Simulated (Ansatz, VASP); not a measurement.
SiO2: VASP beside Ansatz

Contents of INCAR:

```
ALGO = Normal
EDIFF = 1E-6
ENCUT = 520
GGA = PE
ISIF = 2
ISMEAR = 0
LASPH = True
LCHARG = True
LELF = True
LREAL = False
LVHAR = True
LWAVE = False
NBANDS = 25
NELM = 60
PREC = Accurate
SIGMA = 0.05
```

File KPOINTS:

```
k-points
0
Gamma
  6 6 10
```

POSCAR

```
SiO2
1.0
    3.9171879070      0.0000000000      0.0000000000
    0.0000000000      3.9171879070      0.0000000000
    0.0000000000      0.0000000000      2.6421432433
Si O
2 4
Direct
    0.5000000000      0.5000000000      0.5000000000
    0.0000000000      0.0000000000      0.0000000000
    0.6930127928      0.6930127928      0.0000000000
    0.1930127928      0.8069872072      0.5000000000
    0.3069872072      0.3069872072      0.0000000000
    0.8069872072      0.1930127928      0.5000000000
```

Input for Ansatz:

```yaml
crystal:
  lattice:
    - [3.917187907, 0.0, 0.0]
    - [0.0, 3.917187907, 0.0]
    - [0.0, 0.0, 2.6421432433]
  atoms:
    - { symbol: Si, position: [0.5, 0.5, 0.5] }
    - { symbol: Si, position: [0.0, 0.0, 0.0] }
    - { symbol: O, position: [0.6930127928, 0.6930127928, 0.0] }
    - { symbol: O, position: [0.1930127928, 0.8069872072, 0.5] }
    - { symbol: O, position: [0.3069872072, 0.3069872072, 0.0] }
    - { symbol: O, position: [0.8069872072, 0.1930127928, 0.5] }
basis:
  ecutwfc: 520.0
kpoints:
  mp_grid: { grid: [6, 6, 10] }
hamiltonian:
  xc: pbe
  pseudopotentials: { kind: paw, azcp: { folder: soft_1 } }
scf:
  occupations: { method: gaussian, width: 0.05 }
output:
  forces: true
  stress: true
  eigenvalues: true
```

Alike in both runs: task single point; functional PBE; k mesh 6 × 6 × 10; occupations gaussian, width 0.05 eV; no spin polarisation.

|  | VASP | Ansatz |
| --- | --- | --- |
| version | VASP 6.6.1 | Ansatz 0.2.0 |
| potentials or method | VASP PAW PBE potentials, release 64 (Si, O), cutoff 520 eV | scalar-relativistic, plane waves, PAW |
| valence electrons in the cell | 32 | 32 |

```tsv
	VASP	Ansatz	Ansatz less VASP
gap on the k mesh at the Fermi level (eV)	6.32	6.37	+0.047
least direct gap on the mesh (eV)	6.32	6.37	+0.047
rms of the force components (eV/Å)	0.674	0.669	-0.0047
```

Atom by atom the forces differ by 0.005 eV/Å (rms over components).
